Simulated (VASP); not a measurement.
## Te: single point with RPBE

The system is Te.

```
Te
1.0
     5.67920    0.00000    0.00000
    -2.83960    4.91833    0.00000
     0.00000    0.00000    3.33425
Te
3
Direct
  0.00000 0.00000 0.00000
  0.33333 0.66667 0.50000
  0.66667 0.33333 0.50000
```

This cell differs from its parent crystal: volume scaled by 1.04.

| Quantity | Value |
| --- | --- |
| Program | VASP 6.6.1 |
| Task | single point |
| Functional | RPBE |
| Potentials or basis | VASP PAW PBE potentials, release 64 (Te) |
| Cutoff | 520 eV |
| k mesh | 8 × 8 × 11 |
| Occupations | fermi-dirac, width 0.1 eV |
| Spin | no spin polarisation |

The pressure is -1.9 GPa and the band gap on the k mesh is zero (band 9 reaches 9.21 eV, above the bottom of band 10 at 4.71 eV).

Stress tensor (GPa, compression positive):
```
-1.31  0.00  0.00
 0.00 -1.31  0.00
 0.00  0.00 -3.16
```

Levels at points of the mesh, in eV from the Fermi level:
```
           k point  band 6  band 7  band 8  band 9  band 10  band 11  band 12  band 13
(0.00, 0.00, 0.00)   -3.75   -3.75    0.34    2.35     2.35     2.73     2.94     5.23
(0.50, 0.00, 0.00)   -2.19   -0.28    0.04    0.27     1.39     1.55     2.49     5.42
```

It took 2.1 min on 1 thread of Intel Xeon 6975P-C, with other jobs on the host, peak memory 0.25 GiB.

Caveat: the PAW data sets were made with another functional, which shifts forces and pressure a little; spin-orbit coupling is left out, which moves the levels of the heavy elements.
